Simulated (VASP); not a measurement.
# AlRu (Pm-3m) in VASP: a series of runs, part 2 of 2

VASP 6.6.1. The steps go on from the part before.

## Step 4: Relaxation of cell and atoms, LDA, target pressure 5 GPa, at which the enthalpy is minimised

This run uses another cell than the first one, of 12.89 Å³/atom, 1.021 times its volume.

The input, INCAR:

```
SYSTEM = AlRu
PREC = Accurate ; ENCUT = 500
EDIFF = 1E-7 ; ISMEAR = -1
SIGMA = 0.05 ; LREAL = .FALSE.
LASPH = .TRUE. ; NELM = 120
ALGO = Normal ; ISIF = 3
LWAVE = .FALSE. ; LCHARG = .FALSE.
GGA = CA ; IBRION = 2
NSW = 100 ; EDIFFG = -0.002
PSTRESS = 50.0 ; GGA_COMPAT = .FALSE.
NELMIN = 4
```

The input, KPOINTS:

```
regular mesh
0
G
  16 16 16
  0 0 0
```

The input, POSCAR:

```
AlRu
1.0
    2.9539624450      0.0000000000      0.0000000000
    0.0000000000      2.9539624450      0.0000000000
    0.0000000000      0.0000000000      2.9539624450
Al Ru
1 1
Direct
    0.0000000000      0.0000000000      0.0000000000
    0.5000000000      0.5000000000      0.5000000000
```

Potentials or basis: VASP PAW LDA potentials, release 64 (Al, Ru_pv).

Command:

```console
cat potpaw_LDA.64/Al/POTCAR potpaw_LDA.64/Ru_pv/POTCAR > POTCAR
mpirun -np 1 vasp_std > vasp.out
```

OUTCAR:

```text
SYSTEM = AlRu
   PREC = Accurate
   ENCUT = 500
   EDIFF = 1E-7
   ISMEAR = -1
   LREAL = .FALSE.
   LASPH = .TRUE.
   NELM = 120
   ISIF = 3
   GGA = CA
   IBRION = 2
   NSW = 100
   EDIFFG = -0.002
   PSTRESS = 50.0
   NELMIN = 4

 ion  position               nearest neighbor table
   1  0.000  0.000  0.000-   2 2.56   2 2.56   2 2.56   2 2.56   2 2.56   2 2.56   2 2.56   2 2.56

   2  0.500  0.500  0.500-   1 2.56   1 2.56   1 2.56   1 2.56   1 2.56   1 2.56   1 2.56   1 2.56

  LATTYP: Found a simple cubic cell.
 ALAT       =     2.9539624450

  Lattice vectors:

 A1 = (   2.9539624450,   0.0000000000,   0.0000000000)
 A2 = (   0.0000000000,   2.9539624450,   0.0000000000)
 A3 = (   0.0000000000,   0.0000000000,   2.9539624450)

Analysis of symmetry for initial positions (statically):
[... 381 lines left out ...]
 k-point     1 :       0.0000    0.0000    0.0000
  band No.  band energies     occupation
      1     -30.2581      2.00000
      2     -30.2581      2.00000
      3     -30.2581      2.00000
      4       1.3386      2.00000
      5       7.4173      2.00000
      6       7.4173      2.00000
      7      11.5336      0.04890
      8      11.5336      0.04890
      9      11.5336      0.04889
     10      17.6279      0.00000
     11      17.6279      0.00000
     12      17.6279      0.00000
[... 331 lines left out ...]
 k-point    24 :       0.5000    0.1250    0.0000
  band No.  band energies     occupation
      1     -30.5162      2.00000
      2     -30.2729      2.00000
      3     -30.2322      2.00000
      4       5.5463      2.00000
      5       5.6640      2.00000
      6       8.4591      2.00000
      7       9.5838      2.00000
      8       9.6612      2.00000
      9      11.4967      0.09960
     10      13.7786      0.00000
     11      19.0308      0.00000
     12      21.2109      0.00000

 [... further k-points ...]

------------------------ aborting loop because EDIFF is reached ----------------------------------------

  FORCE on cell =-STRESS in cart. coord.  units (eV):
  Direction    XX          YY          ZZ          XY          YZ          ZX
  --------------------------------------------------------------------------------------
  -------------------------------------------------------------------------------------
  Total        0.7879050      0.7879050      0.7879050     -0.0000000      0.0000000     -0.0000000
  in kB       49.8653685     49.8653685     49.8653685     -0.0000000      0.0000000     -0.0000000
  external PRESSURE =      -0.1346315 kB  Pullay stress =      50.0000000 kB
[... 21 lines left out ...]
  energy  without entropy=      -16.1657386321  energy(sigma->0) =      -16.17233907

  enthalpy is  TOTEN    =       -15.3889072065 eV   P V=        0.7900322917

 reached required accuracy - stopping structural energy minimisation
```

Run time: 92 s. Hardware: 1 thread of AMD EPYC 9R45 (Zen 5), shared host; peak memory 0.15 GiB.

Results:

```
Free energy                                            : -16.1789 eV
Relaxed volume                                         : 12.66 Å³/atom
Relaxed cell                                           : a = 2.936 Å, b = 2.936 Å, c = 2.936 Å, α = 90.00°, β = 90.00°, γ = 90.00°
Space group after relaxing (to 0.05 Å)                 : Pm-3m (No. 221)
Energy change on relaxing (the enthalpy is what falls) : +4.0 meV/atom
Ionic steps                                            : 6
Pressure after relaxing                                : 5.0 GPa
```

Step by step:
```csv
step,energy change (eV),largest force (eV/Å),pressure (GPa),volume (Å³)
1,0.0000,0.0000,0.61,25.78
2,0.0571,0.0000,14.13,24.48
3,0.0078,0.0000,4.96,25.32
4,0.0081,0.0000,5.05,25.31
5,0.0077,0.0000,4.92,25.32
6,0.0080,0.0000,4.99,25.32
```

Final structure:
```yaml
crystal:
  lattice:
    - [2.93626, 0.00000, 0.00000]
    - [0.00000, 2.93626, 0.00000]
    - [0.00000, 0.00000, 2.93626]
  atoms:
    - { symbol: Al, position: [0.00000, 0.00000, 0.00000] }
    - { symbol: Ru, position: [0.50000, 0.50000, 0.50000] }
```

Levels at points of the mesh, in eV from the Fermi level:
```tsv
k point	band 5	band 6	band 7	band 8	band 9	band 10	band 11	band 12
(0.00, 0.00, 0.00)	-3.93	-3.93	0.18	0.18	0.18	6.28	6.28	6.28
(0.50, 0.00, 0.00)	-5.58	-3.07	-1.75	-1.75	0.47	2.46	7.44	11.25
(0.50, 0.50, 0.00)	-3.35	-1.40	-1.40	-1.30	-1.30	1.63	5.63	6.80
(0.50, 0.50, 0.50)	-4.97	-4.97	1.74	1.74	2.81	4.25	4.25	4.25
```

Caveat: the cell is relaxed towards a set pressure, so the enthalpy falls and the energy may rise. Zero-point motion and thermal expansion aren't in these numbers.

## Step 5: Relaxation of cell and atoms, LDA, target pressure 5 GPa, at which the enthalpy is minimised

This run uses another cell than the first one, of 12.89 Å³/atom, 1.021 times its volume.

The input, INCAR:

```
SYSTEM = AlRu
PREC = Accurate
ENCUT = 500
EDIFF = 1E-7
ISMEAR = -1
SIGMA = 0.05
LREAL = .FALSE.
LASPH = .TRUE.
NELM = 120
ALGO = Normal
ISIF = 3
LWAVE = .FALSE.
LCHARG = .FALSE.
IBRION = 2
NSW = 100
EDIFFG = -0.002
PSTRESS = 50.0
GGA_COMPAT = .FALSE.
NELMIN = 4
```

KPOINTS is that of step 4.

POSCAR is that of step 4.

Command:

```console
cat potpaw_LDA.64/Al/POTCAR potpaw_LDA.64/Ru_pv/POTCAR > POTCAR
mpirun -np 1 vasp_std > vasp.out
```

It took 92 s on 1 thread of AMD EPYC 9R45 (Zen 5), shared host; peak memory 0.14 GiB.

It converged, with:

```
Free energy                                            : -16.1789 eV
Relaxed volume                                         : 12.66 Å³/atom
Relaxed cell                                           : a = 2.936 Å, b = 2.936 Å, c = 2.936 Å, α = 90.00°, β = 90.00°, γ = 90.00°
Space group after relaxing (to 0.05 Å)                 : Pm-3m (No. 221)
Energy change on relaxing (the enthalpy is what falls) : +4.0 meV/atom
Ionic steps                                            : 6
Pressure after relaxing                                : 5.0 GPa
```

The path:
```csv
step,energy change (eV),largest force (eV/Å),pressure (GPa),volume (Å³)
1,0.0000,0.0000,0.61,25.78
2,0.0571,0.0000,14.13,24.48
3,0.0078,0.0000,4.96,25.32
4,0.0081,0.0000,5.05,25.31
5,0.0077,0.0000,4.92,25.32
6,0.0080,0.0000,4.99,25.32
```

Final structure:
```xyz
2
Lattice="2.9363 0.0000 0.0000 0.0000 2.9363 0.0000 0.0000 0.0000 2.9363" Properties=species:S:1:pos:R:3 pbc="T T T"
Al    0.0000    0.0000    0.0000
Ru    1.4681    1.4681    1.4681
```

Levels at points of the mesh, in eV from the Fermi level:
```
           k point  band 5  band 6  band 7  band 8  band 9  band 10  band 11  band 12
(0.00, 0.00, 0.00)   -3.93   -3.93    0.18    0.18    0.18     6.28     6.28     6.28
(0.50, 0.00, 0.00)   -5.58   -3.07   -1.75   -1.75    0.47     2.46     7.44    11.25
(0.50, 0.50, 0.00)   -3.35   -1.40   -1.40   -1.30   -1.30     1.63     5.63     6.80
(0.50, 0.50, 0.50)   -4.97   -4.97    1.74    1.74    2.81     4.25     4.25     4.25
```

Caveat: the cell is relaxed towards a set pressure, so the enthalpy falls and the energy may rise. LDA usually gives volumes a few per cent too small.
